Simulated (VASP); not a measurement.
Write the native input for VASP 6.6.1 that does the following.

```
Task                   : single point
Functional             : PBE
Dispersion             : D3(BJ)
Potentials or basis    : VASP PAW PBE potentials, release 64 (Al)
Cutoff                 : 520 eV
k mesh                 : 26 × 26 × 26
Occupations            : gaussian, width 0.15 eV
Spin                   : no spin polarisation
Dipole correction      : no
Further INCAR settings : ALGO = Fast; EDIFF = 1e-07; NBANDS = 8
```

The structure of Al lies in POSCAR:

```
Al
1.0
    0.0049784071      1.9913628292      1.9913628292
    1.9913628292      0.0049784071      1.9913628292
    1.9963412363      1.9963412363      0.0000000000
Al
1
Direct
    0.0000000000      0.0000000000      0.0000000000
```

This cell differs from its parent crystal: strain +0.0050 x Voigt [0, 0, 0, 0, 0, 1].

The input as run:

INCAR

```
SYSTEM = Al
  PREC = Accurate
  ENCUT = 520
  EDIFF = 1E-7
  ISMEAR = 0
  SIGMA = 0.15
  LREAL = .FALSE.
  LASPH = .TRUE.
  NELM = 80
  ALGO = Fast
  ISIF = 2
  LWAVE = .FALSE.
  LCHARG = .FALSE.
  GGA = PE
  IVDW = 12
  NBANDS = 8
```

KPOINTS

```
regular mesh
0
G
  26 26 26
  0 0 0
```

Potentials or basis: VASP PAW PBE potentials, release 64 (Al).

The run is started by

```bash
$ cat potpaw_PBE.64/Al/POTCAR > POTCAR
$ mpirun -np 1 vasp_std > vasp.out
```

Results of the run:

```yaml
Pressure: 0.0 GPa
Dispersion_energy_per_atom: -0.352 eV
```

Caveat: the cell differs from its parent crystal (strain +0.0050 x Voigt [0, 0, 0, 0, 0, 1]); pairwise dispersion overbinds metals, which lowers pressure and volume.

Wall time 3.9 min on 1 thread of Intel(R) Xeon(R) Platinum 8259CL CPU @ 2.50GHz (Skylake/Cascade Lake), with other jobs on the host, peak memory 0.39 GiB.
